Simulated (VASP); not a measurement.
**PrScO: single point with PBE**

The system is PrScO.

```xyz
3
Lattice="3.7187 0.0000 0.0000 0.0000 3.7187 0.0000 0.0000 0.0000 4.2221" Properties=species:S:1:pos:R:3 pbc="T T T"
Pr    0.0000    0.0000    2.1110
Sc    1.8594    1.8594    0.0000
O     1.8594    1.8594    2.1110
```

The cell was generated, and may not be a known phase.

| Property | Result |
| --- | --- |
| Program | VASP 6.6.1 |
| Task | single point |
| Functional | PBE |
| Potentials or basis | VASP PAW PBE potentials, release 64 (Pr_3, Sc_sv, O), 4f in core |
| Cutoff | 600 eV |
| k mesh | 10 × 10 × 8 |
| Occupations | gaussian, width 0.1 eV |
| Spin | no spin polarisation |
| Dipole correction | no |
| Further INCAR settings | ALGO = Normal; EDIFF = 1e-06; NBANDS = 21 |

```
Pressure               : 0.3 GPa
Band gap on the k mesh : zero (bands 14 and 15 overlap by 1.38 eV)
```

Stress tensor (GPa, compression positive):
```
-0.02  0.00  0.00
 0.00 -0.02  0.00
 0.00  0.00  0.87
```

Levels at points of the mesh, in eV from the Fermi level:
```
           k point  band 11  band 12  band 13  band 14  band 15  band 16  band 17  band 18
(0.00, 0.00, 0.00)    -4.36    -4.36    -3.53    -1.79     1.02     1.02     1.82     1.91
(0.50, 0.00, 0.00)    -5.53    -4.71    -1.15    -0.47     1.11     1.72     1.96     1.99
(0.50, 0.50, 0.00)    -4.39    -4.39    -1.44    -0.80    -0.80     2.38     2.89     2.89
(0.00, 0.00, 0.50)    -4.67    -4.67    -1.51    -0.56     0.25     1.72     2.09     2.09
(0.50, 0.00, 0.50)    -6.28    -5.84    -1.84     0.44     1.19     1.74     2.91     3.07
(0.50, 0.50, 0.50)    -4.70    -4.70    -1.00    -1.00     0.50     2.51     2.51     3.01
```

Run time: 2.7 min on 1 thread of Intel(R) Xeon(R) Platinum 8259CL CPU @ 2.50GHz (Skylake/Cascade Lake) (shared host), peak memory 0.31 GiB.

Caveat: spin-orbit coupling is left out, which moves the levels of the heavy elements; the 4f electrons are frozen in the core, so they carry no moment and show no levels; the run has no spin polarisation, though such a crystal can be magnetic. Spin polarisation is off, so any magnetic state and its effect on volume and gap are missing.
